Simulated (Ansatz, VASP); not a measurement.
Ag: VASP beside Ansatz

File INCAR:

```
SYSTEM = Ag
  PREC = Accurate
  ENCUT = 520
  EDIFF = 1E-7
  ISMEAR = -1
  SIGMA = 0.05
  LREAL = .FALSE.
  LASPH = .TRUE.
  NELM = 100
  ALGO = Normal
  ISIF = 2
  LWAVE = .FALSE.
  LCHARG = .FALSE.
  GGA = CA
  NBANDS = 12
```

The input KPOINTS:

```
Automatic mesh
0
G
  15 15 15
  0 0 0
```

The input POSCAR:

```
Ag
1.0
    0.0408620000      2.0635310000      2.0635310000
    2.0635310000      0.0408620000      2.0635310000
    2.0635310000      2.0635310000      0.0408620000
Ag
1
Direct
    0.0000000000      0.0000000000      0.0000000000
```

Input for Ansatz:

```yaml
crystal:
  lattice:
    - [0.040862, 2.063531, 2.063531]
    - [2.063531, 0.040862, 2.063531]
    - [2.063531, 2.063531, 0.040862]
  atoms:
    - { symbol: Ag, position: [0.0, 0.0, 0.0] }
kpoints:
  mp_grid: { grid: [15, 15, 15] }
  band_path:
    path:
      - [0.0, 0.0, 0.0]
      - [0.5, 0.5, 0.5]
      - [0.2451701269, 0.5, 0.7548298731]
      - [-0.2451701269, 0.2451701269, 0.5]
      - [0.0, 0.0, 0.5]
      - [0.0, 0.0, 0.0]
      - [-0.3725850634, 0.0, 0.3725850634]
      - [0.0, 0.3725850634, 0.6274149366]
      - [0.0, 0.5, 0.5]
    npoints: 5
scf:
  occupations: { method: fermi_dirac, width: 0.05 }
hamiltonian:
  xc: lda
  pseudopotentials: { kind: all_electron, lapw: { basis_error: 0.001 } }
output:
  forces: true
  stress: true
  eigenvalues: true
```

Change from the starting cell: equal xy, yz and zx shear strains of +2 %.

Alike in both runs: task single point; functional LDA; k mesh 15 × 15 × 15; occupations fermi-dirac, width 0.05 eV; no spin polarisation.

|  | VASP | Ansatz |
| --- | --- | --- |
| version | VASP 6.6.1 | Ansatz 0.2.0 |
| potentials or method | VASP PAW LDA potentials, release 64 (Ag), cutoff 520 eV | all-electron LAPW, scalar-relativistic |

|  | VASP | Ansatz | Ansatz less VASP |
| --- | --- | --- | --- |
| pressure (GPa) | -7.1 | -7.3 | -0.15 |
| traceless stress, the component that is largest in VASP (GPa) | -0.56 | -0.56 | -0.001 |

LDA's correlation is that of Perdew and Zunger in VASP and of Perdew and Wang (1992) in Ansatz. Ansatz ran all-electron here, and VASP with PAW potentials.
